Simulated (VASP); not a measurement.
# GeCBrO2 (C2/m) in VASP: single point with r2SCAN

Aim: the single point of GeCBrO2 with r2SCAN.

All numbers are computed with VASP 6.6.1; they aren't measurements. Logs are shortened: lines on timing, memory, paths and dates and some standing lists are left out, and cuts for length are marked.

## 1. The cell of the first run

The structure is monoclinic, space group C2/m (No. 12). Conventional cell: a = 5.726 Å, b = 5.659 Å, c = 9.080 Å, α = 90.00°, β = 95.23°, γ = 90.00°. C (site symmetry 2) has 2 O at 1.22 Å and 1 C at 1.51 Å within 1.6 Å. Br (site symmetry m) has 5 Ge at 2.93 to 3.09 Å and 4 O at 3.11 to 3.23 Å and 8 Br at 3.53 to 4.03 Å and 2 C at 3.66 Å within 4.1 Å. Within 1.6 Å of O (site symmetry 1) lie 1 C at 1.22 Å. Within 3.2 Å of Ge (site symmetry m) lie 4 O at 2.41 to 2.61 Å and 5 Br at 2.93 to 3.09 Å and 2 C at 3.17 Å.

## 2. Single point, r2SCAN

Input file POSCAR:

```
GeCBrO2
1.0
    2.8629720000      2.8293840000      0.0000000000
    2.8629720000     -2.8293840000      0.0000000000
    0.8279970000      0.0000000000     -9.0421830000
C Br O Ge
2 2 4 2
Direct
    0.6330000000      0.3670000000      0.5000000000
    0.3670000000      0.6330000000      0.5000000000
    0.2730000000      0.2730000000      0.8811000000
    0.7270000000      0.7270000000      0.1189000000
    0.7880000000      0.3280000000      0.6109000000
    0.6720000000      0.2120000000      0.3891000000
    0.2120000000      0.6720000000      0.3891000000
    0.3280000000      0.7880000000      0.6109000000
    0.7732000000      0.7732000000      0.7770000000
    0.2268000000      0.2268000000      0.2230000000
```

Input file INCAR.step1:

```
SYSTEM = GeCBrO2
PREC = Accurate ; ENCUT = 520
ISMEAR = -1 ; SIGMA = 0.1
LREAL = .FALSE. ; LASPH = .TRUE.
NELM = 60 ; NBANDS = 48
GGA = PE ; ALGO = Normal
EDIFF = 1E-4 ; LWAVE = .TRUE.
LCHARG = .FALSE.
```

Input file INCAR.step2:

```
SYSTEM = GeCBrO2
PREC = Accurate ; ENCUT = 520
EDIFF = 1E-6 ; ISMEAR = -1
SIGMA = 0.1 ; LREAL = .FALSE.
LASPH = .TRUE. ; NELM = 60
ALGO = Normal ; ISIF = 2
LWAVE = .FALSE. ; LCHARG = .FALSE.
METAGGA = R2SCAN ; LMIXTAU = .TRUE.
NBANDS = 48 ; ISTART = 1
```

Input file KPOINTS:

```
regular mesh
0
G
  6 6 3
  0 0 0
```

Potentials or basis: VASP PAW PBE potentials, release 64 (C, Br, O, Ge_d).

Run with:

```
cat potpaw_PBE.64/C/POTCAR potpaw_PBE.64/Br/POTCAR potpaw_PBE.64/O/POTCAR potpaw_PBE.64/Ge_d/POTCAR > POTCAR
cp INCAR.step1 INCAR
mpirun -np 1 vasp_std > vasp.out
cp INCAR.step2 INCAR
mpirun -np 1 vasp_std > vasp.out
```

OUTCAR:

```text
SYSTEM = GeCBrO2
   PREC = Accurate
   ENCUT = 520
   EDIFF = 1E-6
   ISMEAR = -1
   LREAL = .FALSE.
   LASPH = .TRUE.
   NELM = 60
   ISIF = 2
   METAGGA = R2SCAN
   ISTART = 1

 ion  position               nearest neighbor table
   1  0.633  0.367  0.500-   5 1.22   6 1.22   2 1.51
   2  0.367  0.633  0.500-   7 1.22   8 1.22   1 1.51
   3  0.273  0.273  0.881-
   4  0.727  0.727  0.119-
   5  0.788  0.328  0.611-   1 1.22   9 2.41
   6  0.672  0.212  0.389-   1 1.22  10 2.41
   7  0.212  0.672  0.389-   2 1.22  10 2.41
   8  0.328  0.788  0.611-   2 1.22   9 2.41
   9  0.773  0.773  0.777-   5 2.41   8 2.41
  10  0.227  0.227  0.223-   6 2.41   7 2.41

  LATTYP: Found a base centered monoclinic cell.
 ALAT       =     5.7259440000
 B/A-ratio  =     0.9882681354
 C/A-ratio  =     1.5857671505
 COS(beta)  =    -0.0911889573

  Lattice vectors:

 A1 = (  -2.8629720000,  -2.8293840000,   0.0000000000)
 A2 = (  -2.8629720000,   2.8293840000,   0.0000000000)
 A3 = (   0.8279970000,   0.0000000000,  -9.0421830000)

Analysis of symmetry for initial positions (statically):
=====================================================================
 Subroutine PRICEL returns:
 Original cell was already a primitive cell.

 Routine SETGRP: Setting up the symmetry group for a
 base centered monoclinic supercell.

 Subroutine GETGRP returns: Found  4 space group operations
 (whereof  4 operations were pure point group operations)
 out of a pool of  4 trial point group operations.

The static configuration has the point symmetry C_2h.

Analysis of symmetry for dynamics (positions and initial velocities):
=====================================================================
 Subroutine PRICEL returns:
 Original cell was already a primitive cell.

 Routine SETGRP: Setting up the symmetry group for a
 base centered monoclinic supercell.

 Subroutine GETGRP returns: Found  4 space group operations
 (whereof  4 operations were pure point group operations)
 out of a pool of  4 trial point group operations.

The dynamic configuration has the point symmetry C_2h.

 Subroutine INISYM returns: Found  4 space group operations
 (whereof  4 operations are pure point group operations),
 and found     1 'primitive' translations

----------------------------------------------------------------------------------------

                                     Primitive cell

  volume of cell :     146.4915

  direct lattice vectors                    reciprocal lattice vectors
     2.862972000  2.829384000  0.000000000     0.174643692  0.176716911  0.015992206
     2.862972000 -2.829384000  0.000000000     0.174643692 -0.176716911  0.015992206
     0.827997000  0.000000000 -9.042183000     0.000000000  0.000000000 -0.110592763

  length of vectors
     4.025173598  4.025173598  9.080013901     0.248967942  0.248967942  0.110592763

  position of ions in fractional coordinates (direct lattice)
     0.633000000  0.367000000  0.500000000
     0.367000000  0.633000000  0.500000000
     0.273000000  0.273000000  0.881100000
     0.727000000  0.727000000  0.118900000
     0.788000000  0.328000000  0.610900000
     0.672000000  0.212000000  0.389100000
     0.212000000  0.672000000  0.389100000
     0.328000000  0.788000000  0.610900000
     0.773200000  0.773200000  0.777000000
     0.226800000  0.226800000  0.223000000

  ion indices of the primitive-cell ions
   primitive index   ion index
                 1           1
                 2           2
                 3           3
                 4           4
                 5           5
                 6           6
                 7           7
                 8           8
                 9           9
                10          10

----------------------------------------------------------------------------------------

 KPOINTS: regular mesh

Automatic generation of k-mesh.
 Grid dimensions read from file:
 generate k-points for:    6    6    3

 Generating k-lattice:

  Cartesian coordinates                     Fractional coordinates (reciprocal lattice)
     0.029107282  0.029452818  0.002665368     0.166666667  0.000000000  0.000000000
     0.029107282 -0.029452818  0.002665368     0.000000000  0.166666667  0.000000000
     0.000000000  0.000000000 -0.036864254     0.000000000  0.000000000  0.333333333

  Length of vectors
     0.041494657  0.041494657  0.036864254

  Shift w.r.t. Gamma in fractional coordinates (k-lattice)
     0.000000000  0.000000000  0.000000000

 Subroutine IBZKPT returns following result:
 ===========================================

 Found     34 irreducible k-points:

 Following reciprocal coordinates:
            Coordinates               Weight
  0.000000  0.000000  0.000000      1.000000
  0.166667  0.000000  0.000000      4.000000
  0.333333  0.000000  0.000000      4.000000
  0.500000  0.000000  0.000000      2.000000
  0.166667  0.166667  0.000000      2.000000
  0.333333  0.166667  0.000000      4.000000
[... 16 lines left out ...]
 -0.333333  0.166667  0.333333      4.000000
 -0.166667  0.166667  0.333333      4.000000
 [... further k-points ...]
   k-points           NKPTS =     34   k-points in BZ     NKDIM =     34   number of bands    NBANDS=     48
   number of dos      NEDOS =    301   number of ions     NIONS =     10
   total plane-waves  NPLWV =  63000
   dimension x,y,z NGX =    30 NGY =   30 NGZ =   70
   dimension x,y,z NGXF=    60 NGYF=   60 NGZF=  140
   ions per type =               2   2   4   2
   NGX,Y,Z   is equivalent  to a cutoff of  12.39, 12.39, 12.82 a.u.
   NGXF,Y,Z  is equivalent  to a cutoff of  24.78, 24.78, 25.63 a.u.
 SYSTEM =  GeCBrO2
   PREC   = accura    normal or accurate (medium, high low for compatibility)
   ISTART =      1    job   : 0-new  1-cont  2-samecut
   ICHARG =      0    charge: 1-file 2-atom 10-const
   ISPIN  =      1    spin polarized calculation?
   LNONCOLLINEAR =      F non collinear calculations
   LSORBIT =      F    spin-orbit coupling
   LASPH  =      T    aspherical Exc in radial PAW
   ENCUT  =  520.0 eV  38.22 Ry    6.18 a.u.   7.48  7.48 16.88*2*pi/ulx,y,z
   NELM   =     60;   NELMIN=  2; NELMDL=  0     # of ELM steps
   EDIFF  = 0.1E-05   stopping-criterion for ELM
   LREAL  =      F    real-space projection
   EDIFFG = 0.1E-04   stopping-criterion for IOM
   NSW    =      0    number of steps for IOM
   IBRION =     -1    ionic relax: 0-MD 1-quasi-New 2-CG
   NFREE  =      0    steps in history (QN), initial steepest desc. (CG)
   ISIF   =      2    stress and relaxation
   ISYM   =      2    0-nonsym 1-usesym 2-fastsym
   POTIM  = 0.5000    time-step for ionic-motion
   TEBEG  =    0.0;   TEEND  =   0.0 temperature during run
   PSTRESS=    0.0 pullay stress
   NELECT =      74.0000    total number of electrons
   NUPDOWN=      -1.0000    fix difference up-down
   EMIN   =  10.00;   EMAX   =-10.00  energy-range for DOS
   EFERMI =   0.00;   METHOD = LEGACY
   ISMEAR =    -1;   SIGMA  =   0.10  broadening in eV -4-tet -1-fermi 0-gaus
   EFERMI_NEDOS =   21; number of points for ismear=-14 and -15
   IALGO  =     38    algorithm
   IMIX   =      4    mixing-type and parameters
     AMIX     =   0.40;   BMIX     =  1.00
     AMIX_MAG =   1.60;   BMIX_MAG =  1.00
  volume/ion in A,a.u.               =      14.65        98.86
  Fermi-wavevector in a.u.,A,eV,Ry     =   1.303811  2.463846 23.128859  1.699923
  Thomas-Fermi vector in A             =   2.434788
   LORBIT       =      0    0 simple, 1 ext, 2 COOP (PROOUT), +10 PAW based schemes
   METAGGA = R2SCAN    functional components
   LHFCALC =     F    Hartree Fock is set to
   AEXX    =    0.0000 exact exchange contribution
   IVDW    =     0    specifies the selected vdW correction
   LEPSILON=     F    determine dielectric tensor
   LRPA    =     F    only Hartree local field effects (RPA)
 non-spin polarized calculation
  energy-cutoff  :      520.00
  volume of cell :      146.49
 maximum number of plane-waves:      3978
 NGX is ok and might be reduce to    30
   NGX = 15   NGY = 15   NGZ = 33

 number of electron      74.0000032 magnetization

 Free energy of the ion-electron system (eV)
  ---------------------------------------------------
  ext. energy  EPLUGINS =         0.00000000
  ---------------------------------------------------
  free energy    TOTEN  =      -105.78423826 eV

  energy without entropy =     -105.78423754  energy(sigma->0) =     -105.78423790

 E-fermi :   3.7755     XC(G=0): -10.7114

 val. band max:        2.3005964498   @ k =   0.5000   0.0000   0.3333
 cond. band min:       5.1230466621   @ k =   0.1667   0.1667   0.3333
 fundamental gap:      2.8224502123
 Fermi energy:         3.7754526885

 k-point     1 :       0.0000    0.0000    0.0000
  band No.  band energies     occupation
      1     -22.5993      2.00000
      2     -22.5984      2.00000
      3     -22.5972      2.00000
      4     -22.5970      2.00000
      5     -22.5864      2.00000
      6     -22.5852      2.00000
[... 40 lines left out ...]
     47      12.0018      0.00000
     48      12.3536      0.00000

 k-point     2 :       0.1667    0.0000    0.0000
  band No.  band energies     occupation
      1     -22.6002      2.00000
      2     -22.5985      2.00000
      3     -22.5972      2.00000
      4     -22.5970      2.00000
      5     -22.5861      2.00000
      6     -22.5851      2.00000
[... 40 lines left out ...]
     47      12.1989      0.00000
     48      12.5089      0.00000

 k-point     3 :       0.3333    0.0000    0.0000
  band No.  band energies     occupation
      1     -22.6029      2.00000
      2     -22.5995      2.00000
      3     -22.5965      2.00000
      4     -22.5963      2.00000
      5     -22.5858      2.00000
      6     -22.5851      2.00000
[... 1060 lines left out ...]
     47      12.8724      0.00000
     48      12.9400      0.00000

 k-point    24 :      -0.1667    0.1667    0.3333
  band No.  band energies     occupation
      1     -22.6016      2.00000
      2     -22.5986      2.00000
      3     -22.5971      2.00000
      4     -22.5970      2.00000
      5     -22.5859      2.00000
      6     -22.5847      2.00000
[... 40 lines left out ...]
     47      12.5514      0.00000
     48      12.7744      0.00000

 [... further k-points ...]

------------------------ aborting loop because EDIFF is reached ----------------------------------------

  FORCE on cell =-STRESS in cart. coord.  units (eV):
  Direction    XX          YY          ZZ          XY          YZ          ZX
  --------------------------------------------------------------------------------------
  -------------------------------------------------------------------------------------
  Total        0.8912796      6.0903660     11.7575742      0.0000000      0.0000000     -3.0929159
  in kB        9.7479275     66.6103469    128.5926149      0.0000000      0.0000000    -33.8272284
  external PRESSURE =      68.3169631 kB  Pullay stress =       0.0000000 kB

 VOLUME and BASIS-vectors are now :
 -----------------------------------------------------------------------------
  energy-cutoff  :      520.00
  volume of cell :      146.49
      direct lattice vectors                 reciprocal lattice vectors
     2.862972000  2.829384000  0.000000000     0.174643692  0.176716911  0.015992206
     2.862972000 -2.829384000  0.000000000     0.174643692 -0.176716911  0.015992206
     0.827997000  0.000000000 -9.042183000     0.000000000  0.000000000 -0.110592763

 POSITION                                       TOTAL-FORCE (eV/Angst)
 -----------------------------------------------------------------------------------
      3.27697      0.75262     -4.52109         0.000000     -1.975168      0.000000
      3.27697     -0.75262     -4.52109         0.000000      1.975168     -0.000000
      2.29273      0.00000     -7.96707         0.020753      0.000000     -0.141601
      4.26121      0.00000     -1.07512        -0.020753      0.000000      0.141601
      3.70090      1.30152     -5.52387         1.429929      1.608745     -2.915132
      2.85304      1.30152     -3.51831        -1.429929      1.608745      2.915132
      2.85304     -1.30152     -3.51831        -1.429929     -1.608745      2.915132
      3.70090     -1.30152     -5.52387         1.429929     -1.608745     -2.915132
      5.07065      0.00000     -7.02578        -0.710998      0.000000      0.839951
      1.48329      0.00000     -2.01641         0.710998      0.000000     -0.839951
 -----------------------------------------------------------------------------------
    total drift:                                0.000000      0.000000     -0.000000

  FREE ENERGIE OF THE ION-ELECTRON SYSTEM (eV)
  ---------------------------------------------------
  free  energy   TOTEN  =      -105.7842382608 eV

  energy  without entropy=     -105.7842375364  energy(sigma->0) =     -105.78423790
```

It took 15 min on 1 thread of Intel Xeon Platinum 8259CL at 2.50GHz (Skylake/Cascade Lake), shared host; peak memory 0.39 GiB.

Results:

```yaml
Free_energy: -105.7842 eV
Pressure: 6.8 GPa
Largest_force: 3.624 eV/Å
Band_gap_on_the_k_mesh: 2.82 eV (least direct gap 2.98 eV)
```

Forces in eV/Å, atoms in the order of the input:
```
C    0.000 -1.975  0.000
C    0.000  1.975  0.000
Br   0.021  0.000 -0.142
Br  -0.021  0.000  0.142
O    1.430  1.609 -2.915
O   -1.430  1.609  2.915
O   -1.430 -1.609  2.915
O    1.430 -1.609 -2.915
Ge  -0.711  0.000  0.840
Ge   0.711  0.000 -0.840
```

Levels at points of the mesh, in eV from the valence-band top:
```csv
k point,band 35,band 36,band 37,band 38,band 39,band 40
"(0.00, 0.00, 0.00)",-1.07,-1.05,-0.17,3.04,3.81,3.99
"(0.50, 0.00, 0.00)",-0.47,-0.23,0.00,3.01,3.52,3.67
"(0.50, 0.50, 0.00)",-1.26,-0.62,-0.09,3.68,5.02,5.19
```

Caveat: the cell stands under pressure; the PAW data sets were made with another functional, which shifts forces and pressure a little; an odd mesh through Γ misses points on the zone boundary, where band edges can lie.
